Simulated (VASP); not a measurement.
Wanted: the native input for a VASP 6.6.1 run.

```yaml
Task: single point
Functional: LDA
Potentials_or_basis: VASP PAW LDA potentials, release 64 (Ti_sv, O)
Cutoff: 520 eV
k_mesh: 11 × 11 × 6
Occupations: fermi-dirac, width 0.1 eV
Spin: no spin polarisation
Dipole_correction: no
Further_INCAR_settings: ALGO = Normal; EDIFF = 1e-06; NBANDS = 22
```

The structure of Ti2O lies in POSCAR:

```
Ti2O
1.0
    3.0317934562      0.0000000000      0.0000000000
   -1.5158967281      2.6256101481      0.0000000000
    0.0000000000      0.0000000000      4.8944449404
Ti O
2 1
Direct
    0.6666666667      0.3333333333      0.2787400000
    0.3333333333      0.6666666667      0.7212600000
    0.0000000000      0.0000000000      0.0000000000
```

These files were run (other wordings do the same):

INCAR

```
SYSTEM = Ti2O
PREC     = Accurate       ! precision mode
ENCUT    = 520            ! plane-wave cutoff, eV
EDIFF    = 1E-6           ! SCF threshold, eV
ISMEAR   = -1             ! smearing method
SIGMA    = 0.1            ! smearing width, eV
LREAL    = .False.        ! projectors in reciprocal space
LASPH    = .True.         ! aspherical terms in the spheres
NELM     = 80             ! most SCF steps
ALGO     = Normal         ! electronic algorithm
ISIF     = 2              ! what is computed and relaxed
LWAVE    = .False.        ! write WAVECAR
LCHARG   = .False.        ! write CHGCAR
GGA      = CA             ! functional
NBANDS   = 22             ! bands
```

KPOINTS

```
Automatic mesh
0
Gamma
  11 11 6
  0 0 0
```

Potentials or basis: VASP PAW LDA potentials, release 64 (Ti_sv, O).

Command:

```sh
$ cat potpaw_LDA.64/Ti_sv/POTCAR potpaw_LDA.64/O/POTCAR > POTCAR
$ mpirun -np 1 vasp_std > vasp.out
```

Results of the run:

```json
{
 "Pressure": "-19.7 GPa",
 "Largest force": "1.302 eV/Å",
 "Band gap on the k mesh": "zero (band 15 reaches 9.19 eV, above the bottom of band 16 at 8.47 eV)"
}
```

Caveat: forces of over 1 eV/Å act on the atoms, so gaps and moduli don't describe the material at rest.

It took 49 s on 1 thread of Intel(R) Xeon(R) Platinum 8375C CPU @ 2.90GHz (Ice Lake) (shared host), peak memory 0.18 GiB.
